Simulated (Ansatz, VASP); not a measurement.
## TaN in VASP and in Ansatz

File INCAR:

```
SYSTEM = TaN
PREC     = Accurate       ! precision mode
ENCUT    = 600            ! plane-wave cutoff, eV
EDIFF    = 1E-6           ! SCF threshold, eV
ISMEAR   = -1             ! smearing method
SIGMA    = 0.02           ! smearing width, eV
LREAL    = .FALSE.        ! projectors in reciprocal space
LASPH    = .TRUE.         ! aspherical terms in the spheres
NELM     = 120            ! most SCF steps
ALGO     = Normal         ! electronic algorithm
ISIF     = 2              ! what is computed and relaxed
LWAVE    = .FALSE.        ! write WAVECAR
LCHARG   = .FALSE.        ! write CHGCAR
GGA      = PS             ! functional
NBANDS   = 15             ! bands
GGA_COMPAT= .FALSE.
```

The input KPOINTS:

```
regular mesh
0
G
  9 9 9
  0 0 0
```

POSCAR

```
TaN
1.0
    0.0000000000      2.1790000000      2.2225800000
    2.1790000000      0.0000000000      2.2225800000
    2.1790000000      2.1790000000      0.0000000000
Ta N
1 1
Direct
    0.5000000000      0.5000000000      0.5000000000
    0.0000000000      0.0000000000      0.0000000000
```

Input for Ansatz:

```yaml
crystal:
  lattice:
    - [0.0, 2.179, 2.22258]
    - [2.179, 0.0, 2.22258]
    - [2.179, 2.179, 0.0]
  atoms:
    - { symbol: Ta, position: [0.5, 0.5, 0.5] }
    - { symbol: "N", position: [0.0, 0.0, 0.0] }
kpoints:
  mp_grid: { grid: [9, 9, 9] }
  band_path:
    path:
      - [0.0, 0.0, 0.0]
      - [0.0, 0.5, 0.5]
      - [0.25, 0.75, 0.5]
      - [0.0, 0.5, 0.0]
      - [0.0, 0.0, 0.0]
      - [0.5, 0.5, 0.0]
      - [0.3701460977, 0.6298539023, 0.0]
      - [-0.3701460977, 0.3701460977, 0.0]
      - [0.0, 0.0, 0.0]
    npoints: 5
scf:
  occupations: { method: fermi_dirac, width: 0.02 }
hamiltonian:
  xc: pbesol
  pseudopotentials: { kind: all_electron, lapw: { basis_error: 0.0005 } }
output:
  forces: true
  stress: true
  eigenvalues: true
```

Change from the starting cell: zz strain of +2 %.

Alike in both runs: task single point; functional PBEsol; k mesh 9 × 9 × 9; occupations fermi-dirac, width 0.02 eV; no spin polarisation.

```csv
,VASP,Ansatz
version,VASP 6.6.1,Ansatz 0.2.0
potentials or method,"VASP PAW PBE potentials, release 64 (Ta_pv, N), cutoff 600 eV","all-electron LAPW, scalar-relativistic"
```

VASP gave:

```
pressure (GPa)                                                : -1.6
traceless stress, the component that is largest in VASP (GPa) : -8.84
```

Question: Estimate Ansatz's values.

Answer: Pressure (GPa): -2.4; traceless stress, the component that is largest in VASP (GPa): -8.77.

VASP's potentials were made for PBE, not for PBEsol. Ansatz ran all-electron here, and VASP with PAW potentials.

Spin-orbit coupling is off throughout.
